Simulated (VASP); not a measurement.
# TaN (P-6m2) in VASP: a series of runs, part 2 of 2

VASP 6.6.1. Earlier steps stand in the parts before.

## (3) Single point, PBEsol (strain -0.080 along x and y, +0.080 along z)

Contents of INCAR:

```
PREC = Accurate ; ENCUT = 520
EDIFF = 1E-6 ; ISMEAR = 0
SIGMA = 0.15 ; LREAL = False
LASPH = True ; NELM = 100
ALGO = Normal ; ISIF = 2
LWAVE = False ; LCHARG = False
GGA = PS ; NBANDS = 15
```

Contents of KPOINTS:

```
Automatic mesh
0
Gamma
  24 24 20
```

Contents of POSCAR:

```
TaN
1.0
    2.6900699212      0.0000000000      0.0000000000
   -1.3450349606      2.3296688897      0.0000000000
    0.0000000000      0.0000000000      3.1003858540
Ta N
1 1
Direct
    0.3333333333      0.6666666667      0.5000000000
    0.0000000000      0.0000000000      0.0000000000
```

Potentials or basis: VASP PAW PBE potentials, release 64 (Ta_pv, N).

Started as:

```bash
cat potpaw_PBE.64/Ta_pv/POTCAR potpaw_PBE.64/N/POTCAR > POTCAR
mpirun -np 1 vasp_std > vasp.out
```

OUTCAR:

```text
PREC = Accurate
   ENCUT = 520
   EDIFF = 1E-6
   ISMEAR = 0
   LREAL = False
   LASPH = True
   NELM = 100
   ISIF = 2
   GGA = PS

 ion  position               nearest neighbor table
   1  0.333  0.667  0.500-   2 2.19   2 2.19   2 2.19   2 2.19   2 2.19   2 2.19
   2  0.000  0.000  0.000-   1 2.19   1 2.19   1 2.19   1 2.19   1 2.19   1 2.19

  LATTYP: Found a hexagonal cell.
 ALAT       =     2.6900699212
 C/A-ratio  =     1.1525298393

  Lattice vectors:

 A1 = (   2.6900699212,   0.0000000000,   0.0000000000)
 A2 = (  -1.3450349606,   2.3296688897,   0.0000000000)
 A3 = (   0.0000000000,   0.0000000000,   3.1003858540)

Analysis of symmetry for initial positions (statically):
=====================================================================
 Subroutine PRICEL returns:
 Original cell was already a primitive cell.

 Routine SETGRP: Setting up the symmetry group for a
 hexagonal supercell.

 Subroutine GETGRP returns: Found 12 space group operations
 (whereof 12 operations were pure point group operations)
 out of a pool of 24 trial point group operations.

The static configuration has the point symmetry D_3h.

Analysis of symmetry for dynamics (positions and initial velocities):
=====================================================================
 Subroutine PRICEL returns:
 Original cell was already a primitive cell.

 Routine SETGRP: Setting up the symmetry group for a
 hexagonal supercell.

 Subroutine GETGRP returns: Found 12 space group operations
 (whereof 12 operations were pure point group operations)
 out of a pool of 24 trial point group operations.

The dynamic configuration has the point symmetry D_3h.

 Subroutine INISYM returns: Found 12 space group operations
 (whereof 12 operations are pure point group operations),
 and found     1 'primitive' translations

[... 120 lines left out ...]
   LHFCALC =     F    Hartree Fock is set to
   AEXX    =    0.0000 exact exchange contribution
   IVDW    =     0    specifies the selected vdW correction
   LEPSILON=     F    determine dielectric tensor
   LRPA    =     F    only Hartree local field effects (RPA)
 non-spin polarized calculation
 Gauss-broadening in eV      SIGMA  =   0.15
  energy-cutoff  :      520.00
  volume of cell :       19.43
 maximum number of plane-waves:       537
 NGX is ok and might be reduce to    20
   NGX =  9   NGY =  9   NGZ = 11

 number of electron      16.0000002 magnetization

 Free energy of the ion-electron system (eV)
  ---------------------------------------------------
  ext. energy  EPLUGINS =         0.00000000
  ---------------------------------------------------
  free energy    TOTEN  =       -22.85961850 eV

  energy without entropy =      -22.85926979  energy(sigma->0) =      -22.85944415

 E-fermi :   8.8471     XC(G=0): -14.0997

 val. band max:        8.7992223159   @ k =   0.0000   0.0000   0.5000
 cond. band min:       8.8684085185   @ k =   0.0000   0.0000   0.4500
 fundamental gap:      0.0691862026
 Fermi energy:         8.8470948499

 k-point     1 :       0.0000    0.0000    0.0000
  band No.  band energies     occupation
      1     -25.8106      2.00000
      2     -24.8099      2.00000
      3     -24.8099      2.00000
      4      -9.1229      2.00000
      5       3.6865      2.00000
      6       5.3846      2.00000
      7       5.6227      2.00000
      8       5.6227      2.00000
      9      12.2659      0.00000
     10      12.2659      0.00000
     11      13.7200      0.00000
     12      13.7200      0.00000
     13      13.9210      0.00000
     14      22.6606      0.00000
[... 401 lines left out ...]
      2     -25.4373      2.00000
      3     -25.3231      2.00000
      4      -5.9477      2.00000
      5       0.5849      2.00000
      6       2.2639      2.00000
      7       4.7236      2.00000
      8       6.8371      2.00000
      9      11.7271      0.00000
     10      14.2631      0.00000
     11      14.9194      0.00000
     12      15.8994      0.00000
     13      18.1648      0.00000
     14      22.5906      0.00000
     15      23.1212      0.00000

 [... further k-points ...]

------------------------ aborting loop because EDIFF is reached ----------------------------------------

  FORCE on cell =-STRESS in cart. coord.  units (eV):
  Direction    XX          YY          ZZ          XY          YZ          ZX
  --------------------------------------------------------------------------------------
  -------------------------------------------------------------------------------------
  Total        9.5122970      9.5122970     -4.4732251      0.0000000      0.0000000      0.0000000
  in kB      784.3726992    784.3726992   -368.8568225      0.0000000      0.0000000      0.0000000
  external PRESSURE =     399.9628587 kB  Pullay stress =       0.0000000 kB

 VOLUME and BASIS-vectors are now :
 -----------------------------------------------------------------------------
  energy-cutoff  :      520.00
  volume of cell :       19.43
      direct lattice vectors                 reciprocal lattice vectors
     2.690069921  0.000000000  0.000000000     0.371737549  0.214622774  0.000000000
    -1.345034961  2.329668890  0.000000000     0.000000000  0.429245548  0.000000000
     0.000000000  0.000000000  3.100385854     0.000000000  0.000000000  0.322540499

 POSITION                                       TOTAL-FORCE (eV/Angst)
 -----------------------------------------------------------------------------------
     -0.00000      1.55311      1.55019         0.000000      0.000000      0.000000
      0.00000      0.00000      0.00000        -0.000000      0.000000      0.000000
 -----------------------------------------------------------------------------------
    total drift:                                0.000000     -0.000000     -0.000000

  FREE ENERGIE OF THE ION-ELECTRON SYSTEM (eV)
  ---------------------------------------------------
  free  energy   TOTEN  =       -22.8596185037 eV

  energy  without entropy=      -22.8592697882  energy(sigma->0) =      -22.85944415
```

Wall time 85 s (1 thread of Intel Xeon Platinum 8488C (Sapphire Rapids), shared host); peak memory 0.29 GiB.

Results:

```
Free energy            : -22.8596 eV
Pressure               : 40.0 GPa
Band gap on the k mesh : zero (band 8 reaches 8.91 eV, above the bottom of band 9 at 8.80 eV)
```

Caveat: the cell differs from its parent crystal (strain -0.080 along x and y, +0.080 along z); the PAW data sets were made with another functional, which shifts forces and pressure a little; spin-orbit coupling is left out, which moves the levels of the heavy elements.

## (4) Single point, PBEsol (strain +0.000 along x and y, -0.080 along z)

Contents of INCAR:

```
SYSTEM = TaN
  PREC = Accurate
  ENCUT = 520
  EDIFF = 1E-7
  ISMEAR = 0
  SIGMA = 0.15
  LREAL = .False.
  LASPH = .True.
  NELM = 80
  ALGO = Normal
  ISIF = 2
  LWAVE = .False.
  LCHARG = .False.
  GGA = PS
  NBANDS = 15
```

Contents of KPOINTS:

```
Automatic mesh
0
Gamma
  24 24 20
  0 0 0
```

Contents of POSCAR:

```
TaN
1.0
    2.9239890448      0.0000000000      0.0000000000
   -1.4619945224      2.5322487931      0.0000000000
    0.0000000000      0.0000000000      2.6410694312
Ta N
1 1
Direct
    0.3333333333      0.6666666667      0.5000000000
    0.0000000000      0.0000000000      0.0000000000
```

Started as:

```bash
cat potpaw_PBE.64/Ta_pv/POTCAR potpaw_PBE.64/N/POTCAR > POTCAR
mpirun -np 1 vasp_std > vasp.out
```

It took 80 s on 1 thread of Intel Xeon Platinum 8488C (Sapphire Rapids), shared host; peak memory 0.3 GiB.

Results (log left out):

* Free energy: -23.3574 eV
* Pressure: 42.5 GPa
* Band gap on the k mesh: zero (band 8 reaches 9.41 eV, above the bottom of band 9 at 9.06 eV)

Stress tensor (GPa, compression positive):
```
18.47  0.00  0.00
 0.00 18.47  0.00
 0.00  0.00 90.64
```

Levels at points of the mesh, in eV from the Fermi level:
```
           k point  band 4  band 5  band 6  band 7  band 8  band 9  band 10  band 11  band 12  band 13
(0.00, 0.00, 0.00)  -18.63   -5.76   -5.76   -4.71   -2.47    2.20     4.52     4.52     4.79     4.79
(0.50, 0.00, 0.00)  -16.11   -8.97   -4.86   -4.03   -3.81    3.62     3.84     5.29     6.29     8.92
(0.00, 0.00, 0.50)  -15.04  -10.03   -4.86   -4.86   -0.11   -0.11     2.84     2.84     3.79     8.66
(0.50, 0.00, 0.50)  -16.48   -8.06   -6.91   -6.49    0.09    4.65     5.53     7.36     7.61    12.20
```

Caveat: the cell differs from its parent crystal (strain +0.000 along x and y, -0.080 along z); the PAW data sets were made with another functional, which shifts forces and pressure a little; spin-orbit coupling is left out, which moves the levels of the heavy elements.

## (5) Single point, PBEsol (strain -0.040 along x and y, +0.000 along z)

Contents of INCAR:

```
ALGO = Normal
EDIFF = 1E-7
ENCUT = 520
GGA = PS
ISIF = 2
ISMEAR = 0
LASPH = True
LCHARG = False
LREAL = False
LWAVE = False
NBANDS = 15
NELM = 100
PREC = Accurate
SIGMA = 0.15
```

Contents of KPOINTS:

```
k-points
0
Gamma
  24 24 20
```

Contents of POSCAR:

```
TaN
1.0
    2.8070294830      0.0000000000      0.0000000000
   -1.4035147415      2.4309588414      0.0000000000
    0.0000000000      0.0000000000      2.8707276426
Ta N
1 1
Direct
    0.3333333333      0.6666666667      0.5000000000
    0.0000000000      0.0000000000      0.0000000000
```

Started as:

```bash
cat potpaw_PBE.64/Ta_pv/POTCAR potpaw_PBE.64/N/POTCAR > POTCAR
mpirun -np 1 vasp_std > vasp.out
```

Wall time 88 s (1 thread of Intel Xeon Platinum 8488C (Sapphire Rapids), shared host); peak memory 0.31 GiB.

It converged, with:

```yaml
Free_energy: -23.5847 eV
Pressure: 35.6 GPa
Band_gap_on_the_k_mesh: zero (band 8 reaches 9.37 eV, above the bottom of band 9 at 8.92 eV)
```

Stress tensor (GPa, compression positive):
```
44.43  0.00  0.00
 0.00 44.43  0.00
 0.00  0.00 17.93
```

Levels at points of the mesh, in eV from the Fermi level:
| k point | band 5 | band 6 | band 7 | band 8 | band 9 | band 10 | band 11 | band 12 |
| --- | --- | --- | --- | --- | --- | --- | --- | --- |
| (0.00, 0.00, 0.00) | -4.76 | -4.58 | -4.58 | -3.19 | 3.41 | 3.85 | 3.85 | 4.54 |
| (0.50, 0.00, 0.00) | -8.74 | -6.01 | -3.92 | -3.04 | 3.25 | 5.09 | 5.56 | 6.43 |
| (0.00, 0.00, 0.50) | -9.93 | -3.65 | -3.65 | -0.13 | -0.13 | 2.11 | 3.96 | 3.96 |
| (0.50, 0.00, 0.50) | -7.81 | -6.56 | -5.88 | -0.22 | 4.90 | 6.49 | 6.60 | 8.15 |

Caveat: the cell differs from its parent crystal (strain -0.040 along x and y, +0.000 along z); the PAW data sets were made with another functional, which shifts forces and pressure a little; spin-orbit coupling is left out, which moves the levels of the heavy elements.

## (6) Single point, PBEsol (strain -0.040 along x and y, +0.040 along z)

Contents of INCAR:

```
  PREC = Accurate
  ENCUT = 520
  EDIFF = 1E-6
  ISMEAR = 0
  SIGMA = 0.15
  LREAL = False
  LASPH = True
  NELM = 60
  ALGO = Normal
  ISIF = 2
  LWAVE = False
  LCHARG = False
  GGA = PS
  NBANDS = 15
```

Contents of KPOINTS:

```
Automatic mesh
0
Gamma
  24 24 20
```

Changes to POSCAR since step 5:

```diff
@@ -4,3 +4,3 @@
    -1.4035147415      2.4309588414      0.0000000000
-    0.0000000000      0.0000000000      2.8707276426
+    0.0000000000      0.0000000000      2.9855567483
 Ta N
```

Potentials or basis: VASP PAW PBE potentials, release 64 (Ta_pv, N).

Started as:

```bash
cat potpaw_PBE.64/Ta_pv/POTCAR potpaw_PBE.64/N/POTCAR > POTCAR
mpirun -np 1 vasp_std > vasp.out
```

Wall time 91 s (1 thread of Intel Xeon Platinum 8488C (Sapphire Rapids), shared host); peak memory 0.31 GiB.

It converged, with:

- Free energy: -23.5795 eV
- Pressure: 16.7 GPa
- Band gap on the k mesh: zero (band 8 reaches 8.93 eV, above the bottom of band 9 at 8.45 eV)

Stress tensor (GPa, compression positive):
```
 34.57   0.00   0.00
  0.00  34.57   0.00
  0.00   0.00 -18.99
```

Levels at points of the mesh, in eV from the Fermi level:
```
           k point  band 4  band 5  band 6  band 7  band 8  band 9  band 10  band 11  band 12  band 13
(0.00, 0.00, 0.00)  -17.98   -4.72   -4.03   -4.03   -3.33    3.46     3.46     3.51     4.30     4.30
(0.50, 0.00, 0.00)  -15.23   -8.42   -6.05   -3.81   -2.71    2.98     5.12     5.16     6.43     7.79
(0.00, 0.00, 0.50)  -15.22   -9.68   -3.10   -3.10   -0.14   -0.14     1.38     4.12     4.12     9.18
(0.50, 0.00, 0.50)  -15.81   -7.52   -6.43   -5.30   -0.47    4.54     5.80     6.44     7.75    10.92
```

Caveat: the cell differs from its parent crystal (strain -0.040 along x and y, +0.040 along z); the PAW data sets were made with another functional, which shifts forces and pressure a little; spin-orbit coupling is left out, which moves the levels of the heavy elements.

## (7) Overview

| cell | gap on the mesh (eV) | pressure (GPa) |
| --- | --- | --- |
| a = 2.807, b = 2.807, c = 2.756 Å, angles 90.0, 90.0, 120.0°, 2 atoms | none | 59.6 |
| a = 2.690, b = 2.690, c = 3.100 Å, angles 90.0, 90.0, 120.0°, 2 atoms | none | 40.0 |
| a = 2.924, b = 2.924, c = 2.641 Å, angles 90.0, 90.0, 120.0°, 2 atoms | none | 42.5 |
| a = 2.807, b = 2.807, c = 2.871 Å, angles 90.0, 90.0, 120.0°, 2 atoms | none | 35.6 |
| a = 2.807, b = 2.807, c = 2.986 Å, angles 90.0, 90.0, 120.0°, 2 atoms | none | 16.7 |

Alike in all rows: task single point; level PBEsol; potentials or basis VASP PAW PBE potentials, release 64 (Ta_pv, N); no spin polarisation; k mesh 24 × 24 × 20; cutoff (eV) 520; smearing gaussian 0.15 eV.

Caveats: the PAW data sets were made with another functional, which shifts forces and pressure a little; spin-orbit coupling is left out, which moves the levels of the heavy elements.

Absolute energies hang on the potentials; compare differences alone.
